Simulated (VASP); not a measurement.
Runs of VASP 6.6.1 on AlCu. The structure is that of space group Pm-3m (No. 221), or close to it. The cells are those of the table. 

```csv
cell,cutoff (eV),gap on the mesh (eV),pressure (GPa)
"a = 2.895 Å, 2 atoms",520,none,(a)
"a = 3.141 Å, 2 atoms",520,none,-14.1
"a = 2.896 Å, 2 atoms",600,none,10.0
"a = 3.065 Å, 2 atoms",520,none,-11.4
"a = 2.998 Å, 2 atoms",600,none,(b)
"a = 2.926 Å, 2 atoms",600,none,5.0
"a = 3.083 Å, 2 atoms",520,none,-11.1
"a = 3.099 Å, 2 atoms",520,none,-12.1
```

Alike in all rows: task single point; level PBEsol; potentials or basis VASP PAW PBE potentials, release 64 (Al, Cu); no spin polarisation; k mesh 14 × 14 × 14; smearing gaussian 0.1 eV.

Problem. Estimate the missing entries.

Solution. (a) 9.2; (b) -4.0.

Caveats: the PAW data sets were made with another functional, which shifts forces and pressure a little.

A gap of «none» marks levels without a gap at the run's occupations.
